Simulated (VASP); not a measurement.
Crystal: Zn.

```xyz
2
Lattice="2.6700 0.0000 0.0000 -1.3350 2.3123 0.0000 0.0000 0.0000 4.9660" Properties=species:S:1:pos:R:3 pbc="T T T"
Zn    0.0000    1.5415    1.2415
Zn    1.3350    0.7708    3.7245
```

| Item | Value |
| --- | --- |
| Program | VASP 6.6.1 |
| Task | relaxation of cell and atoms |
| Functional | LDA |
| Potentials or basis | VASP PAW LDA potentials, release 64 (Zn) |
| Cutoff | 600 eV |
| k mesh | 20 × 20 × 10 |
| Occupations | methfessel-paxton, width 0.05 eV |
| Spin | no spin polarisation |

At the start: pressure -8.8 GPa; volume 15.33 Å³/atom.

How do energy, volume and symmetry change on relaxing?

Over 7 steps the energy falls by 51.4 meV/atom and the volume is 13.76 Å³/atom (-10.2 %); space group P6_3/mmc (No. 194, to 0.1 Å) before and after.

The path:
| step | energy change (eV) | largest force (eV/Å) | pressure (GPa) | volume (Å³) |
| --- | --- | --- | --- | --- |
| 1 | 0.0000 | 0.0000 | -8.83 | 30.66 |
| 2 | -0.1001 | 0.0000 | 1.36 | 27.06 |
| 3 | -0.1026 | 0.0000 | 0.32 | 27.41 |
| 4 | -0.1026 | 0.0000 | 0.05 | 27.49 |
| 5 | -0.1028 | 0.0000 | -0.23 | 27.51 |
| 6 | -0.1028 | 0.0000 | -0.10 | 27.52 |
| 7 | -0.1029 | 0.0000 | -0.03 | 27.53 |

Final structure:
```xyz
2
Lattice="2.5579 0.0000 0.0000 -1.2789 2.2152 0.0000 0.0000 0.0000 4.8579" Properties=species:S:1:pos:R:3 pbc="T T T"
Zn    0.0000    1.4768    1.2145
Zn    1.2789    0.7384    3.6434
```
